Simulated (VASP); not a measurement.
Wanted: the native input for a VASP 6.6.1 run.

```
Task                   : single point
Functional             : PBE
Potentials or basis    : VASP PAW PBE potentials, release 64 (Cd, Br)
Cutoff                 : 520 eV
k mesh                 : 8 × 8 × 6
Occupations            : fermi-dirac, width 0.05 eV
Spin                   : no spin polarisation
Dipole correction      : no
Further INCAR settings : ALGO = Normal; EDIFF = 1e-07; NBANDS = 16
```

The structure of CdBr lies in POSCAR:

```
CdBr
1.0
    3.2945744856      0.0000000000      0.0000000000
    0.0000000000      3.2945744856      0.0000000000
    0.0000000000      0.0000000000      4.7448348510
Cd Br
1 1
Direct
    0.0000000000      0.0000000000      0.0000000000
    0.5000000000      0.5000000000      0.5000000000
```

The input as run:

INCAR

```
PREC     = Accurate       # precision mode
ENCUT    = 520            # plane-wave cutoff, eV
EDIFF    = 1E-7           # SCF threshold, eV
ISMEAR   = -1             # smearing method
SIGMA    = 0.05           # smearing width, eV
LREAL    = F              # projectors in reciprocal space
LASPH    = T              # aspherical terms in the spheres
NELM     = 80             # most SCF steps
ALGO     = Normal         # electronic algorithm
ISIF     = 2              # what is computed and relaxed
LWAVE    = F              # write WAVECAR
LCHARG   = F              # write CHGCAR
GGA      = PE             # functional
NBANDS   = 16             # bands
```

KPOINTS

```
regular mesh
0
Gamma
  8 8 6
```

Potentials or basis: VASP PAW PBE potentials, release 64 (Cd, Br).

Launch:

```console
$ cat potpaw_PBE.64/Cd/POTCAR potpaw_PBE.64/Br/POTCAR > POTCAR
$ mpirun -np 1 vasp_std > vasp.out
```

Results of the run:

```yaml
Pressure: 2.2 GPa
Band_gap_on_the_k_mesh: zero (an odd number of electrons rules out a gap without spin polarisation)
```

Caveat: an odd number of electrons without spin polarisation forces a metal; a magnetic or distorted state may lie lower.

It took 27 s on 1 thread of AMD EPYC 9R45 96-Core Processor (Zen 5), on a shared host, peak memory 0.17 GiB.
